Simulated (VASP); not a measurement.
# Al2InN3 (Cmc2_1) in VASP: further runs, part 2 of 2

VASP 6.6.1. Earlier steps stand in the parts before.

### Step 3. Single point, PBE (13.62 Å³/atom)

This run uses another cell than the first one, of 13.62 Å³/atom.

Input file INCAR:

```
PREC = Accurate
ENCUT = 520
EDIFF = 1E-6
ISMEAR = 0
SIGMA = 0.05
LREAL = False
LASPH = True
NELM = 80
ALGO = Normal
ISIF = 2
LWAVE = False
LCHARG = True
GGA = PE
LELF = True
LVHAR = True
NBANDS = 46
```

Input file KPOINTS:

```
regular mesh
0
Gamma
  6 6 6
```

Input file POSCAR:

```
Al2InN3
1.0
    4.9711207285     -3.0976411517      0.0000000000
    4.9711207285      3.0976411517      0.0000000000
    0.0000000000      0.0000000000      5.3073145468
Al In N
4 2 6
Direct
    0.0084427086      0.3348641725      0.9917411822
    0.6651358275      0.9915572914      0.9917411822
    0.9915572914      0.6651358275      0.4917411822
    0.3348641725      0.0084427086      0.4917411822
    0.3220722962      0.6779277038      0.9869930315
    0.6779277038      0.3220722962      0.4869930315
    0.0367610679      0.3336262977      0.3556963910
    0.6663737023      0.9632389321      0.3556963910
    0.9632389321      0.6663737023      0.8556963910
    0.3336262977      0.0367610679      0.8556963910
    0.2982358752      0.7017641248      0.4061317922
    0.7017641248      0.2982358752      0.9061317922
```

Potentials or basis: VASP PAW PBE potentials, release 64 (Al, In_d, N).

On the command line:

```console
> cat potpaw_PBE.64/Al/POTCAR potpaw_PBE.64/In_d/POTCAR potpaw_PBE.64/N/POTCAR > POTCAR
> mpirun -np 1 vasp_std > vasp.out
```

OUTCAR:

```text
PREC = Accurate
   ENCUT = 520
   EDIFF = 1E-6
   ISMEAR = 0
   LREAL = False
   LASPH = True
   NELM = 80
   ISIF = 2
   GGA = PE

 ion  position               nearest neighbor table
   1  0.008  0.335  0.992-   7 1.94  12 1.95   9 1.98  10 2.07   3 3.26   3 3.26   5 3.27   6 3.28
                             6 3.33   4 3.34   4 3.34   5 3.46   5 3.62
   2  0.665  0.992  0.992-   8 1.94  12 1.95  10 1.98   9 2.07   4 3.26   4 3.26   5 3.27   6 3.28
                             6 3.33   3 3.34   3 3.34   5 3.46   5 3.62
   3  0.992  0.665  0.492-   9 1.94  11 1.95   7 1.98   8 2.07   1 3.26   1 3.26   6 3.27   5 3.28
[... 1418 lines left out ...]
 -----------------------------------------------------------------------------
  energy-cutoff  :      520.00
  volume of cell :      163.45
      direct lattice vectors                 reciprocal lattice vectors
     4.971120728 -3.097641152  0.000000000     0.100580941 -0.161413145  0.000000000
     4.971120728  3.097641152  0.000000000     0.100580941  0.161413145  0.000000000
     0.000000000  0.000000000  5.307314547     0.000000000  0.000000000  0.188419207

 POSITION                                       TOTAL-FORCE (eV/Angst)
 -----------------------------------------------------------------------------------
      1.70662      1.01114      5.26348        -0.003156     -0.108825     -0.198214
      8.23562      1.01114      5.26348         0.003156     -0.108825     -0.198214
      8.23562     -1.01114      2.60983         0.003156      0.108825     -0.198214
      1.70662     -1.01114      2.60983        -0.003156      0.108825     -0.198214
      4.97112      1.10231      5.23828         0.000000     -0.224751     -0.108649
      4.97112     -1.10231      2.58463         0.000000      0.224751     -0.108649
      1.84124      0.91958      1.88779         0.101012     -0.250644      0.244740
      8.10100      0.91958      1.88779        -0.101012     -0.250644      0.244740
      8.10100     -0.91958      4.54145        -0.101012      0.250644      0.244740
      1.84124     -0.91958      4.54145         0.101012      0.250644      0.244740
      4.97112      1.24999      2.15547         0.000000     -0.130418      0.015597
      4.97112     -1.24999      4.80913         0.000000      0.130418      0.015597
 -----------------------------------------------------------------------------------
    total drift:                               -0.000000     -0.000000      0.002112

  FREE ENERGIE OF THE ION-ELECTRON SYSTEM (eV)
  ---------------------------------------------------
  free  energy   TOTEN  =       -79.4770920649 eV

  energy  without entropy=      -79.4770920648  energy(sigma->0) =      -79.47709206
```

stdout:

```text
POSCAR found type information on POSCAR AlInN
 POSCAR found :  3 types and      12 ions
 scaLAPACK will be used
 LDA part: xc-table for (Slater+PW92), standard interpolation
 POSCAR, INCAR and KPOINTS ok, starting setup
 FFT: planning ... GRIDC
 FFT: planning ... GRID_SOFT
 FFT: planning ... GRID
 WAVECAR not read
 entering main loop
```

It took 7.3 min on 1 thread of Oxide Virtual Turin-like, shared host; peak memory 0.46 GiB.

What came out:

```yaml
Free_energy: -79.4771 eV
Pressure: -14.4 GPa
Largest_force: 0.365 eV/Å
Band_gap_on_the_k_mesh: 1.44 eV
```

Forces in eV/Å, atoms in the order of the input:
```
Al  -0.003 -0.109 -0.198
Al   0.003 -0.109 -0.198
Al   0.003  0.109 -0.198
Al  -0.003  0.109 -0.198
In   0.000 -0.225 -0.109
In   0.000  0.225 -0.109
N    0.101 -0.251  0.245
N   -0.101 -0.251  0.245
N   -0.101  0.251  0.245
N    0.101  0.251  0.245
N    0.000 -0.130  0.016
N    0.000  0.130  0.016
```

Stress tensor (GPa, compression positive):
```
 -9.46   0.00   0.00
  0.00 -25.11   0.00
  0.00   0.00  -8.55
```

Caveat: the stress differs along the axes, from -25 to -9 GPa; spin-orbit coupling is left out, which moves the levels of the heavy elements.

### Step 4. Single point, PBE (13.62 Å³/atom)

This run uses another cell than the first one, of 13.62 Å³/atom.

Input file INCAR:

```
SYSTEM = Al2InN3
PREC = Accurate ; ENCUT = 520
EDIFF = 1E-7 ; ISMEAR = 0
SIGMA = 0.05 ; LREAL = .FALSE.
LASPH = .TRUE. ; NELM = 60
ALGO = Normal ; ISIF = 2
LWAVE = .FALSE. ; LCHARG = .FALSE.
GGA = PE ; NBANDS = 46
```

Input file KPOINTS:

```
Automatic mesh
0
G
  6 6 6
  0 0 0
```

POSCAR: that of step 3 with these lines changed.

```diff
@@ -2,5 +2,5 @@
 1.0
-    4.9711207285     -3.0976411517      0.0000000000
-    4.9711207285      3.0976411517      0.0000000000
-    0.0000000000      0.0000000000      5.3073145468
+    5.0604954574     -2.9891908733      0.0000000000
+    5.0604954574      2.9891908733      0.0000000000
+    0.0000000000      0.0000000000      5.4027336333
 Al In N
```

On the command line:

```console
> cat potpaw_PBE.64/Al/POTCAR potpaw_PBE.64/In_d/POTCAR potpaw_PBE.64/N/POTCAR > POTCAR
> mpirun -np 1 vasp_std > vasp.out
```

Run time: 9.8 min. Hardware: 1 thread of Oxide Virtual Turin-like, shared host; peak memory 0.45 GiB.

Results (log left out):

| Quantity | Value |
| --- | --- |
| Free energy | -79.8755 eV |
| Pressure | -15.0 GPa |
| Largest force | 0.142 eV/Å |
| Band gap on the k mesh | 1.52 eV |

Forces in eV/Å, atoms in the order of the input:
```
Al  -0.014 -0.063 -0.067
Al   0.014 -0.063 -0.067
Al   0.014  0.063 -0.067
Al  -0.014  0.063 -0.067
In   0.000 -0.129  0.002
In   0.000  0.129  0.002
N    0.042 -0.106  0.084
N   -0.042 -0.106  0.084
N   -0.042  0.106  0.084
N    0.042  0.106  0.084
N    0.000 -0.045 -0.037
N    0.000  0.045 -0.037
```

Stress tensor (GPa, compression positive):
```
-13.52   0.00   0.00
  0.00 -18.82   0.00
  0.00   0.00 -12.80
```

Levels at points of the mesh, in eV from the valence-band top:
```tsv
k point	band 31	band 32	band 33	band 34	band 35	band 36	band 37	band 38
(0.00, 0.00, 0.00)	-0.58	-0.11	-0.06	0.00	1.52	3.59	5.17	5.37
(0.50, 0.00, 0.00)	-0.64	-0.56	-0.55	-0.32	3.54	3.76	5.24	5.37
(0.50, 0.50, 0.00)	-0.60	-0.48	-0.46	-0.29	3.41	4.06	4.69	5.77
(0.00, 0.00, 0.50)	-0.36	-0.36	-0.17	-0.17	3.54	3.54	6.16	6.16
(0.50, 0.00, 0.50)	-0.85	-0.85	-0.46	-0.46	3.91	3.91	5.08	5.08
(0.50, 0.50, 0.50)	-0.81	-0.81	-0.55	-0.55	4.11	4.11	5.00	5.00
```

Caveat: the stress differs along the axes, from -19 to -13 GPa; spin-orbit coupling is left out, which moves the levels of the heavy elements.

### Step 5. Single point, PBE (12.65 Å³/atom)

This run uses another cell than the first one, of 12.65 Å³/atom.

Input file INCAR:

```
PREC = Accurate
ENCUT = 520
EDIFF = 1E-7
ISMEAR = 0
SIGMA = 0.05
LREAL = False
LASPH = True
NELM = 60
ALGO = Normal
ISIF = 2
LWAVE = False
LCHARG = True
GGA = PE
LELF = True
LVHAR = True
NBANDS = 46
```

Input file KPOINTS:

```
Automatic mesh
0
Gamma
  6 6 6
```

POSCAR: that of step 4 with these lines changed.

```diff
@@ -2,5 +2,5 @@
 1.0
-    5.0604954574     -2.9891908733      0.0000000000
-    5.0604954574      2.9891908733      0.0000000000
-    0.0000000000      0.0000000000      5.4027336333
+    4.9370098535     -2.9162489958      0.0000000000
+    4.9370098535      2.9162489958      0.0000000000
+    0.0000000000      0.0000000000      5.2708967745
 Al In N
```

On the command line:

```console
> cat potpaw_PBE.64/Al/POTCAR potpaw_PBE.64/In_d/POTCAR potpaw_PBE.64/N/POTCAR > POTCAR
> mpirun -np 1 vasp_std > vasp.out
```

It took 12 min on 1 thread of Oxide Virtual Turin-like, shared host; peak memory 0.44 GiB.

Results (log left out):

```yaml
Free_energy: -80.6610 eV
Pressure: -6.1 GPa
Largest_force: 0.227 eV/Å
Band_gap_on_the_k_mesh: 1.92 eV
```

Forces in eV/Å, atoms in the order of the input:
```
Al   0.014 -0.125 -0.117
Al  -0.014 -0.125 -0.117
Al  -0.014  0.125 -0.117
Al   0.014  0.125 -0.117
In   0.000 -0.192 -0.068
In   0.000  0.192 -0.068
N    0.047 -0.178  0.133
N   -0.047 -0.178  0.133
N   -0.047  0.178  0.133
N    0.047  0.178  0.133
N    0.000 -0.136  0.035
N    0.000  0.136  0.035
```

Stress tensor (GPa, compression positive):
```
 -4.07   0.00   0.00
  0.00 -10.63   0.00
  0.00   0.00  -3.48
```

Levels at points of the mesh, in eV from the valence-band top:
| k point | band 31 | band 32 | band 33 | band 34 | band 35 | band 36 | band 37 | band 38 |
| --- | --- | --- | --- | --- | --- | --- | --- | --- |
| (0.00, 0.00, 0.00) | -0.61 | -0.13 | -0.05 | 0.00 | 1.92 | 4.05 | 5.24 | 5.48 |
| (0.50, 0.00, 0.00) | -0.69 | -0.60 | -0.58 | -0.33 | 3.94 | 4.16 | 5.58 | 5.62 |
| (0.50, 0.50, 0.00) | -0.65 | -0.53 | -0.48 | -0.30 | 3.81 | 4.49 | 5.08 | 6.00 |
| (0.00, 0.00, 0.50) | -0.38 | -0.38 | -0.16 | -0.16 | 3.97 | 3.97 | 6.52 | 6.52 |
| (0.50, 0.00, 0.50) | -0.92 | -0.92 | -0.48 | -0.48 | 4.25 | 4.25 | 5.37 | 5.37 |
| (0.50, 0.50, 0.50) | -0.86 | -0.86 | -0.58 | -0.58 | 4.48 | 4.48 | 5.34 | 5.34 |

Caveat: the stress differs along the axes, from -11 to -3 GPa; spin-orbit coupling is left out, which moves the levels of the heavy elements.

### Step 6. Summary

```csv
cell,gap on the mesh (eV),pressure (GPa),largest force (eV/Å)
"a = 5.414, b = 5.414, c = 4.941 Å, angles 90.0, 90.0, 62.5°, 12 atoms",2.82,28.6,0.96
"a = 5.857, b = 5.857, c = 5.307 Å, angles 90.0, 90.0, 63.9°, 12 atoms",1.44,-14.4,0.36
"a = 5.877, b = 5.877, c = 5.403 Å, angles 90.0, 90.0, 61.1°, 12 atoms",1.52,-15.0,0.14
"a = 5.734, b = 5.734, c = 5.271 Å, angles 90.0, 90.0, 61.1°, 12 atoms",1.92,-6.1,0.23
```

Alike in all rows: task single point; level PBE; potentials or basis VASP PAW PBE potentials, release 64 (Al, In_d, N); no spin polarisation; k mesh 6 × 6 × 6; cutoff (eV) 520; smearing gaussian 0.05 eV.

Caveats: spin-orbit coupling is left out, which moves the levels of the heavy elements; the stress differs along the axes, from 15 to 36 GPa (at least some runs); the stress differs along the axes, from -25 to -9 GPa (at least some runs); the stress differs along the axes, from -19 to -13 GPa (at least some runs); the stress differs along the axes, from -11 to -3 GPa (at least some runs).

Absolute energies hang on the potentials; compare differences alone.
